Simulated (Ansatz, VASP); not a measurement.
# Zr: VASP beside Ansatz

File POSCAR:

```
Zr
1.0
    3.2445832200      0.0000000000      0.0000000000
   -1.6222916100      2.8098914932      0.0000000000
    0.0000000000      0.0000000000      5.1573641137
Zr
2
Direct
    0.3333333333      0.6666666667      0.2500000000
    0.6666666667      0.3333333333      0.7500000000
```

The input INCAR.step1:

```
SYSTEM = Zr
ALGO     = Normal         ! electronic algorithm
EDIFF    = 1E-4           ! SCF threshold, eV
ENCUT    = 520            ! plane-wave cutoff, eV
GGA      = PE             ! functional
ISMEAR   = -1             ! smearing method
LASPH    = .True.         ! aspherical terms in the spheres
LCHARG   = .False.        ! write CHGCAR
LREAL    = .False.        ! projectors in reciprocal space
LWAVE    = .True.         ! write WAVECAR
NBANDS   = 19             ! bands
NELM     = 80             ! most SCF steps
PREC     = Accurate       ! precision mode
SIGMA    = 0.1            ! smearing width, eV
```

The input INCAR.step2:

```
SYSTEM = Zr
ALGO     = Normal         ! electronic algorithm
EDIFF    = 1E-6           ! SCF threshold, eV
ENCUT    = 520            ! plane-wave cutoff, eV
ISIF     = 2              ! what is computed and relaxed
ISMEAR   = -1             ! smearing method
ISTART   = 1            
LASPH    = .True.         ! aspherical terms in the spheres
LCHARG   = .True.         ! write CHGCAR
LELF     = .True.         ! ELF
LMIXTAU  = .True.       
LREAL    = .False.        ! projectors in reciprocal space
LVHAR    = .True.       
LWAVE    = .False.        ! write WAVECAR
METAGGA  = R2SCAN         ! meta-GGA
NBANDS   = 19             ! bands
NELM     = 80             ! most SCF steps
PREC     = Accurate       ! precision mode
SIGMA    = 0.1            ! smearing width, eV
```

KPOINTS

```
k-points
0
Gamma
  16 16 9
  0 0 0
```

Input for Ansatz:

```yaml
crystal:
  lattice:
    - [3.24458322, 0.0, 0.0]
    - [-1.62229161, 2.8098914932, 0.0]
    - [0.0, 0.0, 5.1573641137]
  atoms:
    - { symbol: Zr, position: [0.3333333333, 0.6666666667, 0.25] }
    - { symbol: Zr, position: [0.6666666667, 0.3333333333, 0.75] }
hamiltonian:
  xc: r2scan
  pseudopotentials:
    kind: paw
    azcp:
      Zr: "pseudopotentials/Zr.paw.azcp"
basis:
  ecutwfc: 500
  fft_grid_basis: typed
kpoints:
  mp_grid: { grid: [16, 16, 9], shift: [0, 0, 0] }
magnetization:
  spin_polarized: false
scf:
  occupations: { method: fermi_dirac, width: 0.1 }
  lower_state_search: "off"
output:
  stress: true
```

Alike in both runs: task single point; functional r2SCAN; k mesh 16 × 16 × 9; occupations fermi-dirac, width 0.1 eV; no spin polarisation.

|  | VASP | Ansatz |
| --- | --- | --- |
| version | VASP 6.6.1 | Ansatz 0.2.0 |
| potentials or method | VASP PAW PBE potentials, release 64 (Zr_sv), cutoff 520 eV | plane waves (500 eV) with PAW, scalar-relativistic |
| valence electrons in the cell | 24 | 24 |

|  | VASP | Ansatz | Ansatz less VASP |
| --- | --- | --- | --- |
| pressure (GPa) | 0.0 | 0.0 | +0.02 |

VASP's potentials were made for PBE, not for r2SCAN.
